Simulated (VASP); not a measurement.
# MnO in VASP: further runs, part 2 of 2

VASP 6.6.1.

### Step 4. Single point, PBE, collinear spin, ferromagnetic start (atoms moved at random)

The input, INCAR:

```
SYSTEM = MnO
  ALGO = Normal
  EDIFF = 1E-7
  ENCUT = 520
  GGA = PE
  ISIF = 2
  ISMEAR = -1
  ISPIN = 2
  LASPH = .TRUE.
  LCHARG = .TRUE.
  LELF = .TRUE.
  LMAXMIX = 4
  LORBIT = 11
  LREAL = .FALSE.
  LUSENCCL = .FALSE.
  LVHAR = .TRUE.
  LWAVE = .FALSE.
  MAGMOM = 4 0
  NBANDS = 20
  NELM = 150
  PREC = Accurate
  SIGMA = 0.05
```

The input, KPOINTS:

```
k-points
0
G
  10 10 10
  0 0 0
```

The input, POSCAR:

```
MnO
1.0
    0.0000000000      2.2220003300      2.2220003300
    2.2220003300      0.0000000000      2.2220003300
    2.2220003300      2.2220003300      0.0000000000
Mn O
1 1
Direct
    0.0053850000      0.0050130000      0.0051770000
    0.5059410000      0.4987120000      0.4999100000
```

Potentials or basis: VASP PAW PBE potentials, release 64 (Mn_pv, O).

Launch:

```
$ cat potpaw_PBE.64/Mn_pv/POTCAR potpaw_PBE.64/O/POTCAR > POTCAR
$ mpirun -np 1 vasp_std > vasp.out
```

OUTCAR:

```text
SYSTEM = MnO
   EDIFF = 1E-7
   ENCUT = 520
   GGA = PE
   ISIF = 2
   ISMEAR = -1
   ISPIN = 2
   LASPH = .TRUE.
   LORBIT = 11
   LREAL = .FALSE.
   NELM = 150
   PREC = Accurate

 ion  position               nearest neighbor table
   1  0.005  0.005  0.005-   2 2.20   2 2.21   2 2.21   2 2.23   2 2.23   2 2.25
   2  0.506  0.499  0.500-   1 2.20   1 2.21   1 2.21   1 2.23   1 2.23   1 2.25

  LATTYP: Found a face centered cubic cell.
 ALAT       =     4.4440006600

  Lattice vectors:

 A1 = (   0.0000000000,   2.2220003300,   2.2220003300)
 A2 = (   2.2220003300,   0.0000000000,   2.2220003300)
 A3 = (   2.2220003300,   2.2220003300,   0.0000000000)

[... 1318 lines left out ...]
  energy-cutoff  :      520.00
  volume of cell :       21.94
      direct lattice vectors                 reciprocal lattice vectors
     0.000000000  2.222000330  2.222000330    -0.225022469  0.225022469  0.225022469
     2.222000330  0.000000000  2.222000330     0.225022469 -0.225022469  0.225022469
     2.222000330  2.222000330  0.000000000     0.225022469  0.225022469 -0.225022469

 POSITION                                       TOTAL-FORCE (eV/Angst)
 -----------------------------------------------------------------------------------
      0.02264      0.02347      0.02310        -0.093486     -0.037781     -0.046107
      2.21894      2.23500      2.23234         0.093486      0.037781      0.046107
 -----------------------------------------------------------------------------------
    total drift:                               -0.000010     -0.000033     -0.000001

  FREE ENERGIE OF THE ION-ELECTRON SYSTEM (eV)
  ---------------------------------------------------
  free  energy   TOTEN  =       -16.4043585381 eV

  energy  without entropy=      -16.3970610781  energy(sigma->0) =      -16.40070981

 total charge

# of ion       s       p       d       tot
------------------------------------------
    1        0.203   6.177   4.976  11.356
    2        1.561   3.417   0.000   4.978
--------------------------------------------------
tot          1.764   9.594   4.976  16.333

 magnetization (x)

# of ion       s       p       d       tot
------------------------------------------
    1        0.034   0.026   4.285   4.345
    2        0.030   0.176   0.000   0.206
--------------------------------------------------
tot          0.064   0.202   4.285   4.550
```

OSZICAR:

```text
N       E                     dE             d eps       ncg     rms          rms(c)
DAV:   1     0.169360369452E+03    0.16936E+03   -0.10271E+04 40476   0.113E+03
DAV:   2    -0.102124234364E+02   -0.17957E+03   -0.16720E+03 41496   0.327E+02
DAV:   3    -0.186592599892E+02   -0.84468E+01   -0.83496E+01 45396   0.764E+01
DAV:   4    -0.187219826985E+02   -0.62723E-01   -0.62707E-01 46224   0.680E+00
DAV:   5    -0.187225310056E+02   -0.54831E-03   -0.54830E-03 45244   0.637E-01    0.138E+01
DAV:   6    -0.167194753528E+02    0.20031E+01   -0.97269E+00 55880   0.344E+01    0.133E+01
DAV:   7    -0.164144321474E+02    0.30504E+00   -0.12763E+00 45880   0.162E+01    0.795E+00
DAV:   8    -0.164154839451E+02   -0.10518E-02   -0.11484E-01 44816   0.256E+00    0.473E+00
DAV:   9    -0.164015285504E+02    0.13955E-01   -0.42006E-02 41784   0.214E+00    0.126E+00
DAV:  10    -0.164036050396E+02   -0.20765E-02   -0.78305E-03 44468   0.102E+00    0.336E-01
DAV:  11    -0.164042538111E+02   -0.64877E-03   -0.11313E-03 46432   0.339E-01    0.130E-01
DAV:  12    -0.164043376882E+02   -0.83877E-04   -0.78385E-05 45508   0.111E-01    0.462E-02
DAV:  13    -0.164043509134E+02   -0.13225E-04   -0.15301E-05 46016   0.351E-02    0.305E-02
DAV:  14    -0.164043586623E+02   -0.77488E-05   -0.55177E-06 44940   0.190E-02    0.691E-03
DAV:  15    -0.164043585190E+02    0.14330E-06   -0.37507E-07 46252   0.552E-03    0.252E-03
DAV:  16    -0.164043585381E+02   -0.19193E-07   -0.57082E-08 24944   0.193E-03
   1 F= -.16404359E+02 E0= -.16400710E+02  d E =-.729746E-02  mag=     4.7897
```

stdout:

```text
[vt-gpu-oi-0:18991] opal_ifinit: socket() failed with errno=97
 Offloading initialized ...    1 GPUs detected
 POSCAR found type information on POSCAR MnO
 POSCAR found :  2 types and       2 ions
 scaLAPACK will be used selectively (only on CPU)
 LDA part: xc-table for (Slater+PW92), standard interpolation
 POSCAR, INCAR and KPOINTS ok, starting setup
 FFT: planning ... GRIDC
 FFT: planning ... GRID_SOFT
 FFT: planning ... GRID
 WAVECAR not read
 entering main loop
```

Run time: 16 min. Hardware: 1 × NVIDIA H100 80GB with 1 thread of Intel Xeon Platinum 8481C at 2.70GHz (Sapphire Rapids), shared host; peak memory 1.4 GiB.

Results:

```
Free energy                                           : -16.4044 eV
Pressure                                              : 0.7 GPa
Largest force                                         : 0.111 eV/Å
Net moment                                            : 4.79 μB per cell
Site moments                                          : Mn +4.34; O +0.21 μB
Valence electrons inside the program's atomic spheres : Mn 11.36; O 4.98
```

Forces in eV/Å, atoms in the order of the input:
```
Mn  -0.093 -0.038 -0.046
O    0.093  0.038  0.046
```

Stress tensor (GPa, compression positive):
```
 0.74 -0.01 -0.02
-0.01  0.64 -0.01
-0.02 -0.01  0.65
```

Levels at points of the mesh, in eV from the Fermi level:
Spin up:
```
           k point  band 9  band 10  band 11  band 12  band 13  band 14  band 15  band 16
(0.00, 0.00, 0.00)   -3.21    -3.19    -2.69    -2.67    -0.52    13.96    16.33    16.33
(0.50, 0.00, 0.00)   -2.33    -1.89     0.20     0.20     3.48     7.74    11.88    11.89
(0.00, 0.50, 0.00)   -2.33    -1.89     0.20     0.20     3.48     7.74    11.88    11.89
(0.00, 0.00, 0.50)   -2.33    -1.89     0.20     0.20     3.48     7.74    11.88    11.89
(0.50, 0.50, 0.50)   -2.33    -1.89     0.20     0.21     3.48     7.74    11.88    11.88
(0.50, 0.50, 0.00)   -2.26    -2.06    -2.05    -1.92     5.02     7.82    10.40    13.66
(0.00, 0.50, 0.50)   -2.27    -2.06    -2.05    -1.92     5.02     7.83    10.41    13.66
(0.50, 0.00, 0.50)   -2.26    -2.06    -2.05    -1.92     5.02     7.82    10.40    13.66
```
Spin down:
```csv
k point,band 3,band 4,band 5,band 6,band 7,band 8,band 9,band 10,band 11,band 12
"(0.00, 0.00, 0.00)",-45.70,-19.83,-3.37,-3.36,-3.36,0.75,0.75,0.75,0.80,1.38
"(0.50, 0.00, 0.00)",-45.71,-18.88,-7.37,-4.85,-4.85,1.94,1.98,1.98,3.63,3.65
"(0.00, 0.50, 0.00)",-45.71,-18.88,-7.37,-4.85,-4.85,1.94,1.98,1.98,3.63,3.65
"(0.00, 0.00, 0.50)",-45.71,-18.88,-7.37,-4.85,-4.85,1.94,1.98,1.98,3.63,3.65
"(0.50, 0.50, 0.50)",-45.71,-18.88,-7.37,-4.85,-4.85,1.94,1.98,1.98,3.65,3.65
"(0.50, 0.50, 0.00)",-45.73,-18.91,-6.42,-4.34,-4.34,-0.82,1.97,2.17,2.41,2.41
"(0.00, 0.50, 0.50)",-45.73,-18.91,-6.42,-4.34,-4.34,-0.83,1.97,2.16,2.41,2.41
"(0.50, 0.00, 0.50)",-45.73,-18.91,-6.42,-4.34,-4.34,-0.82,1.97,2.17,2.41,2.41
```

Caveat: the cell differs from its parent crystal (atoms moved at random); a cell with one magnetic atom can't hold antiferromagnetic order, which such compounds often take; semilocal functionals often make such compounds metallic where correlation or magnetic order opens a gap, which also shifts bond lengths.
